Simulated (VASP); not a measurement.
# H: single point with LDA

H:

```
CELL_PARAMETERS angstrom
-1.41313 1.41313 1.93155
1.41313 -1.41313 1.93155
1.41313 1.41313 -1.93155
ATOMIC_POSITIONS crystal
H 0.90020 0.90020 0.00000
H 0.09980 0.09980 0.00000
```

| Quantity | Value |
| --- | --- |
| Program | VASP 6.6.1 |
| Task | single point |
| Functional | LDA |
| Potentials or basis | VASP PAW LDA potentials, release 64 (H) |
| Cutoff | 520 eV |
| k mesh | 10 × 10 × 10 |
| Occupations | gaussian, width 0.01 eV |
| Spin | no spin polarisation |
| Dipole correction | no |
| Further INCAR settings | ALGO = Normal; EDIFF = 1e-06; NBANDS = 8 |

```
Pressure               : -0.3 GPa
Largest force          : 0.017 eV/Å
Band gap on the k mesh : 7.18 eV, indirect (least direct gap 7.72 eV)
```

Forces in eV/Å, atoms in the order of the input:
```
H    0.000  0.000 -0.017
H    0.000  0.000  0.017
```

Stress tensor (GPa, compression positive):
```
-0.32  0.00  0.00
 0.00 -0.32  0.00
 0.00  0.00 -0.22
```

Levels at points of the mesh, in eV from the valence-band top:
```tsv
k point	band 1	band 2	band 3	band 4	band 5
(0.00, 0.00, 0.00)	-4.80	16.50	19.03	27.33	27.33
(0.50, 0.00, 0.00)	-1.54	7.18	19.35	20.55	24.05
(0.50, 0.50, 0.00)	-0.77	10.05	14.12	17.05	19.72
(0.50, 0.50, 0.50)	0.00	7.72	15.58	18.29	18.29
```

Wall time 7.6 s on 1 thread of Intel(R) Xeon(R) Platinum 8259CL CPU @ 2.50GHz (Skylake/Cascade Lake) (shared host), peak memory 0.12 GiB.

A k mesh can miss the band edges. Expect the measured gap to be larger: semilocal functionals such as LDA lack the derivative discontinuity.
